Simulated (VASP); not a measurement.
Write the native input for VASP 6.6.1 that does the following.

| Item | Value |
| --- | --- |
| Task | relaxation of cell and atoms |
| Functional | LDA |
| Potentials or basis | VASP PAW LDA potentials, release 64 (Pt) |
| Cutoff | 600 eV |
| k mesh | 18 × 18 × 10 |
| Occupations | gaussian, width 0.1 eV |
| Spin | no spin polarisation |
| Dipole correction | no |
| Further INCAR settings | ALGO = Fast; EDIFF = 1e-06; IBRION = 2; EDIFFG = -0.005; NSW = 100; ISIF = 3 |

The structure of Pt lies in POSCAR:

```
Pt
1.0
    2.7088209694      0.0000000000      0.0000000000
   -1.3544104847      2.3459077738      0.0000000000
    0.0000000000      0.0000000000      4.6833864555
Pt
2
Direct
    0.6666666667      0.3333333333      0.7500000000
    0.3333333333      0.6666666667      0.2500000000
```

The input as run:

INCAR

```
SYSTEM = Pt
PREC = Accurate ; ENCUT = 600
EDIFF = 1E-6 ; ISMEAR = 0
SIGMA = 0.1 ; LREAL = .FALSE.
LASPH = .TRUE. ; NELM = 80
ALGO = Fast ; ISIF = 3
LWAVE = .FALSE. ; LCHARG = .FALSE.
IBRION = 2 ; NSW = 100
EDIFFG = -0.005
```

KPOINTS

```
Automatic mesh
0
G
  18 18 10
  0 0 0
```

Potentials or basis: VASP PAW LDA potentials, release 64 (Pt).

Command:

```bash
$ cat potpaw_LDA.64/Pt/POTCAR > POTCAR
$ mpirun -np 1 vasp_std > vasp.out
```

It gave:

```json
{
  "Relaxed volume": "14.90 Å³/atom",
  "Relaxed cell": "a = 2.712 Å, b = 2.712 Å, c = 4.676 Å, α = 90.00°, β = 90.00°, γ = 120.00°",
  "Space group after relaxing (to 0.05 Å)": "P6_3/mmc (No. 194)",
  "Energy gained by relaxing": "0.1 meV/atom",
  "Ionic steps": "5",
  "Pressure after relaxing": "0.0 GPa",
  "Band gap on the k mesh": "zero (band 10 reaches 11.89 eV, above the bottom of band 11 at 10.48 eV)"
}
```

Caveat: spin-orbit coupling is left out, which moves the levels of the heavy elements.

Run time: 6.5 min on 1 thread of Intel Xeon 8259CL, on a shared host, peak memory 0.22 GiB.
